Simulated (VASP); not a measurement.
# Te in VASP: further runs

Runs on Te. Level: PBEsol. Tasks: relaxation of cell and atoms, single point.

All numbers are computed with VASP 6.6.1; they aren't measurements. Logs are shortened: lines on timing, memory, paths and dates and some standing lists are left out, and cuts for length are marked.

## 1. The cell of the first run

Symmetry: Fmmm, No. 69, orthorhombic system. The conventional cell has a = 4.157 Å, b = 4.201 Å, c = 7.492 Å, α = 90.00°, β = 90.00°, γ = 90.00°. Within 3.9 Å of Te (site symmetry mmm) lie 4 Te at 2.96 Å.

## 2. Relaxation of cell and atoms, PBEsol

The input, INCAR:

```
PREC = Accurate ; ENCUT = 600
EDIFF = 1E-7 ; ISMEAR = 0
SIGMA = 0.1 ; LREAL = False
LASPH = True ; NELM = 100
ALGO = Normal ; ISIF = 3
LWAVE = False ; LCHARG = False
GGA = PS ; IBRION = 2
NSW = 90 ; EDIFFG = -0.04
```

The input, KPOINTS:

```
regular mesh
0
Gamma
  6 6 6
```

The input, POSCAR:

```
Te
1.0
    0.0000000000      2.1006325073      3.7458737631
    2.0785617240      0.0000000000      3.7458737631
    2.0785617240      2.1006325073      0.0000000000
Te
1
Direct
    0.0000000000      0.0000000000      0.0000000000
```

Potentials or basis: VASP PAW PBE potentials, release 64 (Te).

On the command line:

```bash
$ cat potpaw_PBE.64/Te/POTCAR > POTCAR
$ mpirun -np 1 vasp_std > vasp.out
```

OUTCAR:

```text
PREC = Accurate
   ENCUT = 600
   EDIFF = 1E-7
   ISMEAR = 0
   LREAL = False
   LASPH = True
   NELM = 100
   ISIF = 3
   GGA = PS
   IBRION = 2
   NSW = 90
   EDIFFG = -0.04

 ion  position               nearest neighbor table
   1  0.000  0.000  0.000-

  LATTYP: Found a face centered orthorhombic cell.
 ALAT       =     4.1571234480
 B/A-ratio  =     1.0106182958
 C/A-ratio  =     1.8021469942

  Lattice vectors:

 A1 = (   0.0000000000,   2.1006325073,   3.7458737631)
 A2 = (   2.0785617240,   0.0000000000,   3.7458737631)
 A3 = (   2.0785617240,   2.1006325073,   0.0000000000)

Analysis of symmetry for initial positions (statically):
=====================================================================
 Subroutine PRICEL returns:
 Original cell was already a primitive cell.

 Routine SETGRP: Setting up the symmetry group for a
 face centered orthorhombic supercell.

 Subroutine GETGRP returns: Found  8 space group operations
 (whereof  8 operations were pure point group operations)
 out of a pool of  8 trial point group operations.

The static configuration has the point symmetry D_2h.

Analysis of symmetry for dynamics (positions and initial velocities):
=====================================================================
 Subroutine PRICEL returns:
 Original cell was already a primitive cell.

 Routine SETGRP: Setting up the symmetry group for a
 face centered orthorhombic supercell.

 Subroutine GETGRP returns: Found  8 space group operations
 (whereof  8 operations were pure point group operations)
 out of a pool of  8 trial point group operations.

The dynamic configuration has the point symmetry D_2h.

 Subroutine INISYM returns: Found  8 space group operations
 (whereof  8 operations are pure point group operations),
 and found     1 'primitive' translations

----------------------------------------------------------------------------------------

                                     Primitive cell

  volume of cell :      32.7112

  direct lattice vectors                    reciprocal lattice vectors
     0.000000000  2.100632507  3.745873763    -0.240550951  0.238023547  0.133480206
     2.078561724  0.000000000  3.745873763     0.240550951 -0.238023547  0.133480206
     2.078561724  2.100632507  0.000000000     0.240550951  0.238023547 -0.133480206

  length of vectors
     4.294674281  4.283922162  2.955177790     0.363781438  0.363781438  0.363781438

[... 87 lines left out ...]
   TEBEG  =    0.0;   TEEND  =   0.0 temperature during run
   PSTRESS=    0.0 pullay stress
   NELECT =       6.0000    total number of electrons
   NUPDOWN=      -1.0000    fix difference up-down
   EMIN   =  10.00;   EMAX   =-10.00  energy-range for DOS
   EFERMI =   0.00;   METHOD = LEGACY
   ISMEAR =     0;   SIGMA  =   0.10  broadening in eV -4-tet -1-fermi 0-gaus
   EFERMI_NEDOS =   21; number of points for ismear=-14 and -15
   IALGO  =     38    algorithm
   IMIX   =      4    mixing-type and parameters
     AMIX     =   0.40;   BMIX     =  1.00
     AMIX_MAG =   1.60;   BMIX_MAG =  1.00
  volume/ion in A,a.u.               =      32.71       220.75
  Fermi-wavevector in a.u.,A,eV,Ry     =   0.930165  1.757756 11.771848  0.865206
  Thomas-Fermi vector in A             =   2.056524
   LORBIT       =      0    0 simple, 1 ext, 2 COOP (PROOUT), +10 PAW based schemes
   GGA     = PS    functional components
   LHFCALC =     F    Hartree Fock is set to
   AEXX    =    0.0000 exact exchange contribution
   IVDW    =     0    specifies the selected vdW correction
   LEPSILON=     F    determine dielectric tensor
   LRPA    =     F    only Hartree local field effects (RPA)
 conjugate gradient relaxation of ions
 non-spin polarized calculation
 Gauss-broadening in eV      SIGMA  =   0.10
  energy-cutoff  :      600.00
  volume of cell :       32.71
 maximum number of plane-waves:      1108
 NGX is ok and might be reduce to    36

--------------------------------------- Ionic step        1  -------------------------------------------

 number of electron       6.0000000 magnetization

 Free energy of the ion-electron system (eV)
  ---------------------------------------------------
  ext. energy  EPLUGINS =         0.00000000
  ---------------------------------------------------
  free energy    TOTEN  =        -3.28005757 eV

  energy without entropy =       -3.27310582  energy(sigma->0) =       -3.27658169

------------------------ aborting loop because EDIFF is reached ----------------------------------------

  FORCE on cell =-STRESS in cart. coord.  units (eV):
  Direction    XX          YY          ZZ          XY          YZ          ZX
  --------------------------------------------------------------------------------------
  -------------------------------------------------------------------------------------
  Total        0.1973001      0.2106282      0.0427636      0.0000000      0.0000000      0.0000000
  in kB        9.6636623     10.3164666      2.0945383      0.0000000      0.0000000      0.0000000
  external PRESSURE =       7.3582224 kB  Pullay stress =       0.0000000 kB
[... 57 lines left out ...]
--------------------------------------- Ionic step        3  -------------------------------------------

 number of electron       6.0000000 magnetization

 Free energy of the ion-electron system (eV)
  ---------------------------------------------------
  ext. energy  EPLUGINS =         0.00000000
  ---------------------------------------------------
  free energy    TOTEN  =        -3.28099114 eV

  energy without entropy =       -3.27382110  energy(sigma->0) =       -3.27740612

 E-fermi :   5.9060     XC(G=0):  -9.3435

 val. band max:        5.8974875025   @ k =  -0.1667   0.3333   0.3333
 cond. band min:       5.9585745656   @ k =   0.5000  -0.0000   0.3333
 fundamental gap:      0.0610870631
 Fermi energy:         5.9059723117

 k-point     1 :       0.0000    0.0000    0.0000
  band No.  band energies     occupation
      1      -7.8967      2.00000
      2       4.2288      2.00000
      3       9.2879      0.00000
      4       9.3451      0.00000
      5       9.6954      0.00000
      6      13.7913      0.00000
      7      16.0206      0.00000
[... 221 lines left out ...]
 k-point    24 :       0.5000    0.3333    0.1667
  band No.  band energies     occupation
      1      -6.6831      2.00000
      2       2.3567      2.00000
      3       5.8072      1.83750
      4       6.4257      0.00000
      5      14.8617      0.00000
      6      17.1826      0.00000
      7      17.6816      0.00000

 [... further k-points ...]
[... 5 lines left out ...]
  --------------------------------------------------------------------------------------
  -------------------------------------------------------------------------------------
  Total       -0.0070715     -0.0006293      0.0388402      0.0000000      0.0000000      0.0000000
  in kB       -0.3429090     -0.0305174      1.8834214      0.0000000      0.0000000      0.0000000
  external PRESSURE =       0.5033317 kB  Pullay stress =       0.0000000 kB
[... 16 lines left out ...]
  FREE ENERGIE OF THE ION-ELECTRON SYSTEM (eV)
  ---------------------------------------------------
  free  energy   TOTEN  =        -3.2809911434 eV

  energy  without entropy=       -3.2738210986  energy(sigma->0) =       -3.27740612

 reached required accuracy - stopping structural energy minimisation
```

Wall time 16 s (1 thread of Intel Xeon 6975P-C (Granite Rapids), shared host); peak memory 0.18 GiB.

What came out:

| Property | Result |
| --- | --- |
| Free energy | -3.2810 eV |
| Relaxed volume | 33.04 Å³/atom |
| Relaxed cell | a = 4.303 Å, b = 4.291 Å, c = 2.969 Å, α = 69.99°, β = 69.59°, γ = 40.42° |
| Space group after relaxing (to 0.1 Å) | I4/mmm (No. 139) |
| Energy gained by relaxing | 0.9 meV/atom |
| Ionic steps | 3 |
| Pressure after relaxing | 0.1 GPa |
| Band gap on the k mesh | zero (bands 3 and 4 overlap by 5.01 eV) |

The path:
```tsv
step	energy change (eV)	largest force (eV/Å)	pressure (GPa)	volume (Å³)
1	0.0000	0.0000	0.74	32.71
2	0.0003	0.0000	-0.70	33.43
3	-0.0009	0.0000	0.05	33.04
```

Final structure:
```
Te
1.0
     0.00000    2.11048    3.74944
     2.08769    0.00000    3.74944
     2.08769    2.11048    0.00000
Te
1
Direct
  0.00000 0.00000 0.00000
```

Caveat: the k points lie up to 0.38 Å⁻¹ apart in the final cell, too coarse for converged energies and pressures of a metal; the PAW data sets were made with another functional, which shifts forces and pressure a little; spin-orbit coupling is left out, which moves the levels of the heavy elements.

## 3. Single point, PBEsol

This run uses another cell than the first one: it holds 4 atoms, not 1.

The input, INCAR:

```
PREC     = Accurate       # precision mode
ENCUT    = 520            # plane-wave cutoff, eV
EDIFF    = 1E-7           # SCF threshold, eV
ISMEAR   = 0              # smearing method
SIGMA    = 0.1            # smearing width, eV
LREAL    = F              # projectors in reciprocal space
LASPH    = T              # aspherical terms in the spheres
NELM     = 80             # most SCF steps
ALGO     = Normal         # electronic algorithm
ISIF     = 2              # what is computed and relaxed
LWAVE    = F              # write WAVECAR
LCHARG   = F              # write CHGCAR
GGA      = PS             # functional
NBANDS   = 20             # bands
```

The input, KPOINTS:

```
regular mesh
0
Gamma
  4 4 4
```

The input, POSCAR:

```
Te
1.0
    2.1849231509     -6.0305448170      0.0000000000
    2.1849231509      6.0305448170      0.0000000000
    0.0000000000      0.0000000000      4.5159546127
Te
4
Direct
    0.1254472780      0.8745527220      0.9996918173
    0.6254472780      0.3745527220      0.5003081827
    0.8745527220      0.1254472780      0.0003081827
    0.3745527220      0.6254472780      0.4996918173
```

Potentials or basis: VASP PAW PBE potentials, release 64 (Te).

On the command line:

```bash
$ cat potpaw_PBE.64/Te/POTCAR > POTCAR
$ mpirun -np 1 vasp_std > vasp.out
```

It took 35 s on 1 thread of Intel Xeon 6975P-C (Granite Rapids), shared host; peak memory 0.26 GiB.

Results (log left out):

- Free energy: -13.8439 eV
- Pressure: 0.0 GPa
- Largest force: 0.038 eV/Å
- Band gap on the k mesh: zero (bands 12 and 13 overlap by 3.03 eV)

Forces in eV/Å, atoms in the order of the input:
```
Te   0.000 -0.035  0.015
Te   0.000 -0.035 -0.015
Te   0.000  0.035 -0.015
Te   0.000  0.035  0.015
```

Stress tensor (GPa, compression positive):
```
-0.07  0.00  0.00
 0.00  0.07  0.00
 0.00  0.00 -0.13
```

Levels at points of the mesh, in eV from the Fermi level:
```csv
k point,band 9,band 10,band 11,band 12,band 13,band 14,band 15,band 16
"(0.00, 0.00, 0.00)",-3.09,-2.15,1.33,1.49,1.79,1.89,1.93,2.06
"(0.50, 0.00, 0.00)",-2.51,-2.51,-1.41,-1.41,-1.03,-1.03,0.74,0.74
"(0.50, 0.50, 0.00)",-2.78,-2.76,-1.93,1.08,1.19,1.25,2.37,2.87
"(0.00, 0.00, 0.50)",-1.92,-1.92,-1.79,-1.79,-1.51,-1.51,2.31,2.31
"(0.50, 0.00, 0.50)",-2.99,-2.99,-0.05,-0.05,2.98,2.98,3.90,3.90
"(0.50, 0.50, 0.50)",-2.03,-2.03,-1.47,-1.47,-0.82,-0.82,-0.34,-0.34
```

Caveat: the k points lie up to 0.38 Å⁻¹ apart, too coarse for converged energies and pressures of a metal; the PAW data sets were made with another functional, which shifts forces and pressure a little; spin-orbit coupling is left out, which moves the levels of the heavy elements.

The gap in the log of VASP goes by the Fermi energy; the results here count the filled bands.